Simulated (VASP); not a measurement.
# Au (I4/mmm) in VASP: notebook

The runs below take Au through single point, with PBEsol.

All numbers are computed with VASP 6.6.1; they aren't measurements. Logs are shortened: lines on timing, memory, paths and dates and some standing lists are left out, and cuts for length are marked.

### Step 1. The cell of the first run

It takes space group I4/mmm (No. 139, tetragonal). Conventional cell: a = 2.931 Å, b = 2.931 Å, c = 3.961 Å, α = 90.00°, β = 90.00°, γ = 90.00°. Within 3.8 Å of Au (site symmetry 4/mmm) lie 12 Au at 2.87 to 2.93 Å.

### Step 2. Single point, PBEsol (strain +0.015 along x and y, -0.030 along z)

Input file INCAR:

```
  PREC = Accurate
  ENCUT = 520
  EDIFF = 1E-6
  ISMEAR = 0
  SIGMA = 0.15
  LREAL = F
  LASPH = T
  NELM = 60
  ALGO = Fast
  ISIF = 2
  LWAVE = F
  LCHARG = F
  GGA = PS
  NBANDS = 12
```

Input file KPOINTS:

```
regular mesh
0
Gamma
  26 26 26
```

Input file POSCAR:

```
Au
1.0
    0.0000000000      2.0725634009      1.9806763535
    2.0725634009      0.0000000000      1.9806763535
    2.0725634009      2.0725634009      0.0000000000
Au
1
Direct
    0.0000000000      0.0000000000      0.0000000000
```

Potentials or basis: VASP PAW PBE potentials, release 64 (Au).

Run with:

```bash
cat potpaw_PBE.64/Au/POTCAR > POTCAR
mpirun -np 1 vasp_std > vasp.out
```

OUTCAR:

```text
PREC = Accurate
   ENCUT = 520
   EDIFF = 1E-6
   ISMEAR = 0
   LREAL = F
   LASPH = T
   NELM = 60
   ISIF = 2
   GGA = PS

 ion  position               nearest neighbor table
   1  0.000  0.000  0.000-

  LATTYP: Found a body centered tetragonal cell.
 ALAT       =     2.9310472704
 C/A-ratio  =     1.3515144389

  Lattice vectors:

 A1 = (   0.0000000000,  -2.0725634009,  -1.9806763535)
 A2 = (   0.0000000000,   2.0725634009,  -1.9806763535)
 A3 = (   2.0725634009,   0.0000000000,   1.9806763535)

Analysis of symmetry for initial positions (statically):
=====================================================================
 Subroutine PRICEL returns:
 Original cell was already a primitive cell.

 Routine SETGRP: Setting up the symmetry group for a
 body centered tetragonal supercell.

 Subroutine GETGRP returns: Found 16 space group operations
 (whereof 16 operations were pure point group operations)
 out of a pool of 16 trial point group operations.

The static configuration has the point symmetry D_4h.

Analysis of symmetry for dynamics (positions and initial velocities):
=====================================================================
 Subroutine PRICEL returns:
 Original cell was already a primitive cell.

 Routine SETGRP: Setting up the symmetry group for a
 body centered tetragonal supercell.

 Subroutine GETGRP returns: Found 16 space group operations
 (whereof 16 operations were pure point group operations)
 out of a pool of 16 trial point group operations.

The dynamic configuration has the point symmetry D_4h.

 Subroutine INISYM returns: Found 16 space group operations
 (whereof 16 operations are pure point group operations),
 and found     1 'primitive' translations

----------------------------------------------------------------------------------------

                                     Primitive cell

  volume of cell :      17.0161

  direct lattice vectors                    reciprocal lattice vectors
     0.000000000  2.072563401  1.980676354    -0.241247143  0.241247143  0.252439021
     2.072563401  0.000000000  1.980676354     0.241247143 -0.241247143  0.252439021
     2.072563401  2.072563401  0.000000000     0.241247143  0.241247143 -0.252439021

  length of vectors
     2.866809702  2.866809702  2.931047270     0.424412332  0.424412332  0.424412332

  position of ions in fractional coordinates (direct lattice)
     0.000000000  0.000000000  0.000000000

  ion indices of the primitive-cell ions
   primitive index   ion index
                 1           1

----------------------------------------------------------------------------------------

 KPOINTS: regular mesh

Automatic generation of k-mesh.
 Grid dimensions read from file:
 generate k-points for:   26   26   26

 Generating k-lattice:

  Cartesian coordinates                     Fractional coordinates (reciprocal lattice)
    -0.009278736  0.009278736  0.009709193     0.038461538  0.000000000  0.000000000
     0.009278736 -0.009278736  0.009709193     0.000000000  0.038461538  0.000000000
     0.009278736  0.009278736 -0.009709193     0.000000000  0.000000000  0.038461538

  Length of vectors
     0.016323551  0.016323551  0.016323551

  Shift w.r.t. Gamma in fractional coordinates (k-lattice)
     0.000000000  0.000000000  0.000000000

 Subroutine IBZKPT returns following result:
 ===========================================

 Found   1330 irreducible k-points:

 Following reciprocal coordinates:
            Coordinates               Weight
  0.000000  0.000000  0.000000      1.000000
  0.038462  0.000000  0.000000      8.000000
  0.076923  0.000000  0.000000      8.000000
  0.115385  0.000000  0.000000      8.000000
  0.153846  0.000000  0.000000      8.000000
  0.192308  0.000000  0.000000      8.000000
[... 16 lines left out ...]
  0.346154  0.038462  0.000000      8.000000
  0.384615  0.038462  0.000000      8.000000
 [... further k-points ...]
   k-points           NKPTS =   1330   k-points in BZ     NKDIM =   1330   number of bands    NBANDS=     12
   number of dos      NEDOS =    301   number of ions     NIONS =      1
   total plane-waves  NPLWV =  13824
   dimension x,y,z NGX =    24 NGY =   24 NGZ =   24
   dimension x,y,z NGXF=    48 NGYF=   48 NGZF=   48
   ions per type =               1
   NGX,Y,Z   is equivalent  to a cutoff of  13.92, 13.92, 13.61 a.u.
   NGXF,Y,Z  is equivalent  to a cutoff of  27.84, 27.84, 27.23 a.u.
 SYSTEM =  unknown system
   PREC   = accura    normal or accurate (medium, high low for compatibility)
   ISTART =      0    job   : 0-new  1-cont  2-samecut
   ICHARG =      2    charge: 1-file 2-atom 10-const
   ISPIN  =      1    spin polarized calculation?
   LNONCOLLINEAR =      F non collinear calculations
   LSORBIT =      F    spin-orbit coupling
   LASPH  =      T    aspherical Exc in radial PAW
   ENCUT  =  520.0 eV  38.22 Ry    6.18 a.u.   5.33  5.33  5.45*2*pi/ulx,y,z
   NELM   =     60;   NELMIN=  2; NELMDL= -5     # of ELM steps
   EDIFF  = 0.1E-05   stopping-criterion for ELM
   LREAL  =      F    real-space projection
   EDIFFG = 0.1E-04   stopping-criterion for IOM
   NSW    =      0    number of steps for IOM
   IBRION =     -1    ionic relax: 0-MD 1-quasi-New 2-CG
   NFREE  =      0    steps in history (QN), initial steepest desc. (CG)
   ISIF   =      2    stress and relaxation
   ISYM   =      2    0-nonsym 1-usesym 2-fastsym
   POTIM  = 0.5000    time-step for ionic-motion
   TEBEG  =    0.0;   TEEND  =   0.0 temperature during run
   PSTRESS=    0.0 pullay stress
   NELECT =      11.0000    total number of electrons
   NUPDOWN=      -1.0000    fix difference up-down
   EMIN   =  10.00;   EMAX   =-10.00  energy-range for DOS
   EFERMI =   0.00;   METHOD = LEGACY
   ISMEAR =     0;   SIGMA  =   0.15  broadening in eV -4-tet -1-fermi 0-gaus
   EFERMI_NEDOS =   21; number of points for ismear=-14 and -15
   IALGO  =     68    algorithm
   IMIX   =      4    mixing-type and parameters
     AMIX     =   0.40;   BMIX     =  1.00
     AMIX_MAG =   1.60;   BMIX_MAG =  1.00
  volume/ion in A,a.u.               =      17.02       114.83
  Fermi-wavevector in a.u.,A,eV,Ry     =   1.415531  2.674965 27.262369  2.003728
  Thomas-Fermi vector in A             =   2.536960
   LORBIT       =      0    0 simple, 1 ext, 2 COOP (PROOUT), +10 PAW based schemes
   GGA     = PS    functional components
   LHFCALC =     F    Hartree Fock is set to
   AEXX    =    0.0000 exact exchange contribution
   IVDW    =     0    specifies the selected vdW correction
   LEPSILON=     F    determine dielectric tensor
   LRPA    =     F    only Hartree local field effects (RPA)
 non-spin polarized calculation
 RMM-DIIS sequential band-by-band and
 Gauss-broadening in eV      SIGMA  =   0.15
  energy-cutoff  :      520.00
  volume of cell :       17.02
 maximum number of plane-waves:       479
 NGX is ok and might be reduce to    24
   NGX = 11   NGY = 11   NGZ = 11

 number of electron      10.9999999 magnetization

 Free energy of the ion-electron system (eV)
  ---------------------------------------------------
  ext. energy  EPLUGINS =         0.00000000
  ---------------------------------------------------
  free energy    TOTEN  =        -3.92390077 eV

  energy without entropy =       -3.92065043  energy(sigma->0) =       -3.92227560

 E-fermi :   9.3055     XC(G=0): -12.8938

 val. band max:        9.3021973815   @ k =  -0.2692   0.2692   0.0000
 cond. band min:       9.3180776023   @ k =   0.5000   0.1154   0.2692
 fundamental gap:      0.0158802208
 Fermi energy:         9.3054641917

 k-point     1 :       0.0000    0.0000    0.0000
  band No.  band energies     occupation
      1      -0.6331      2.00000
      2       4.4922      2.00000
      3       4.4922      2.00000
      4       4.8816      2.00000
      5       5.9232      2.00000
      6       6.3517      2.00000
      7      23.8337      0.00000
      8      27.5422      0.00000
      9      27.5422      0.00000
     10      28.3472      0.00000
     11      32.7148      0.00000
     12      36.7575      0.00000

 k-point     2 :       0.0385    0.0000    0.0000
  band No.  band energies     occupation
      1      -0.5810      2.00000
      2       4.4884      2.00000
      3       4.5105      2.00000
      4       4.8855      2.00000
      5       5.9174      2.00000
      6       6.3405      2.00000
      7      23.8967      0.00000
      8      27.3079      0.00000
      9      27.6050      0.00000
     10      28.2708      0.00000
     11      33.0569      0.00000
     12      36.1097      0.00000

 k-point     3 :       0.0769    0.0000    0.0000
  band No.  band energies     occupation
      1      -0.4268      2.00000
      2       4.4711      2.00000
      3       4.5617      2.00000
      4       4.9044      2.00000
      5       5.9041      2.00000
      6       6.3102      2.00000
      7      24.0690      0.00000
      8      26.5356      0.00000
      9      27.7890      0.00000
     10      28.3383      0.00000
     11      33.5383      0.00000
     12      35.2338      0.00000

 k-point     4 :       0.1154    0.0000    0.0000
  band No.  band energies     occupation
      1      -0.1764      2.00000
      2       4.4330      2.00000
      3       4.6332      2.00000
      4       4.9484      2.00000
      5       5.8972      2.00000
      6       6.2713      2.00000
      7      24.2673      0.00000
      8      25.5000      0.00000
      9      28.0795      0.00000
     10      28.5865      0.00000
     11      32.8502      0.00000
     12      35.1796      0.00000

 k-point     5 :       0.1538    0.0000    0.0000
  band No.  band energies     occupation
      1       0.1578      2.00000
      2       4.3850      2.00000
      3       4.7025      2.00000
      4       5.0099      2.00000
      5       5.9199      2.00000
      6       6.2421      2.00000
      7      23.8847      0.00000
      8      24.9075      0.00000
      9      28.4460      0.00000
     10      28.9253      0.00000
     11      31.8221      0.00000
     12      33.8707      0.00000
[... 228 lines left out ...]
      1       1.3036      2.00000
      2       4.4707      2.00000
      3       4.7414      2.00000
      4       5.0632      2.00000
      5       6.2758      2.00000
      6       6.4312      2.00000
      7      20.1788      0.00000
      8      24.7980      0.00000
      9      27.9744      0.00000
     10      30.3694      0.00000
     11      30.8179      0.00000
     12      32.0821      0.00000

 k-point    22 :       0.3077    0.0385    0.0000
  band No.  band energies     occupation
      1       1.6327      2.00000
      2       4.6826      2.00000
      3       4.7383      2.00000
      4       5.0218      2.00000
      5       6.4747      2.00000
      6       6.6660      2.00000
      7      18.6550      0.00000
      8      24.4701      0.00000
      9      27.5565      0.00000
     10      29.7686      0.00000
     11      31.5461      0.00000
     12      32.1506      0.00000

 k-point    23 :       0.3462    0.0385    0.0000
  band No.  band energies     occupation
      1       1.8438      2.00000
      2       4.6119      2.00000
      3       4.9343      2.00000
      4       5.2275      2.00000
      5       6.7323      2.00000
      6       6.9089      2.00000
      7      17.1308      0.00000
      8      24.0989      0.00000
      9      27.0162      0.00000
     10      28.9818      0.00000
     11      32.4642      0.00000
     12      32.5008      0.00000

 k-point    24 :       0.3846    0.0385    0.0000
  band No.  band energies     occupation
      1       1.9486      2.00000
      2       4.5422      2.00000
      3       4.8693      2.00000
      4       5.8295      2.00000
      5       7.0541      2.00000
      6       7.1324      2.00000
      7      15.6492      0.00000
      8      23.7593      0.00000
      9      26.4942      0.00000
     10      28.2308      0.00000
     11      32.8739      0.00000
     12      33.5562      0.00000

 [... further k-points ...]

------------------------ aborting loop because EDIFF is reached ----------------------------------------

  FORCE on cell =-STRESS in cart. coord.  units (eV):
  Direction    XX          YY          ZZ          XY          YZ          ZX
  --------------------------------------------------------------------------------------
  -------------------------------------------------------------------------------------
  Total       -0.0611302     -0.0611302      0.0648903      0.0000000     -0.0000000      0.0000000
  in kB       -5.7558180     -5.7558180      6.1098552      0.0000000     -0.0000000      0.0000000
  external PRESSURE =      -1.8005936 kB  Pullay stress =       0.0000000 kB

 VOLUME and BASIS-vectors are now :
 -----------------------------------------------------------------------------
  energy-cutoff  :      520.00
  volume of cell :       17.02
      direct lattice vectors                 reciprocal lattice vectors
     0.000000000  2.072563401  1.980676354    -0.241247143  0.241247143  0.252439021
     2.072563401  0.000000000  1.980676354     0.241247143 -0.241247143  0.252439021
     2.072563401  2.072563401  0.000000000     0.241247143  0.241247143 -0.252439021

 POSITION                                       TOTAL-FORCE (eV/Angst)
 -----------------------------------------------------------------------------------
      0.00000      0.00000      0.00000        -0.000000      0.000000      0.000000
 -----------------------------------------------------------------------------------
    total drift:                               -0.000000     -0.000000     -0.000000

  FREE ENERGIE OF THE ION-ELECTRON SYSTEM (eV)
  ---------------------------------------------------
  free  energy   TOTEN  =        -3.9239007670 eV

  energy  without entropy=       -3.9206504343  energy(sigma->0) =       -3.92227560
```

Run time: 1.9 min. Hardware: 1 thread of AMD EPYC 9R45 (Zen 5), shared host; peak memory 0.34 GiB.

What came out:

| Property | Result |
| --- | --- |
| Free energy | -3.9239 eV |
| Pressure | -0.2 GPa |
| Band gap on the k mesh | zero (an odd number of electrons rules out a gap without spin polarisation) |

Caveat: the cell differs from its parent crystal (strain +0.015 along x and y, -0.030 along z); the PAW data sets were made with another functional, which shifts forces and pressure a little; spin-orbit coupling is left out, which moves the levels of the heavy elements.

(Continued in part 2 of 2.)
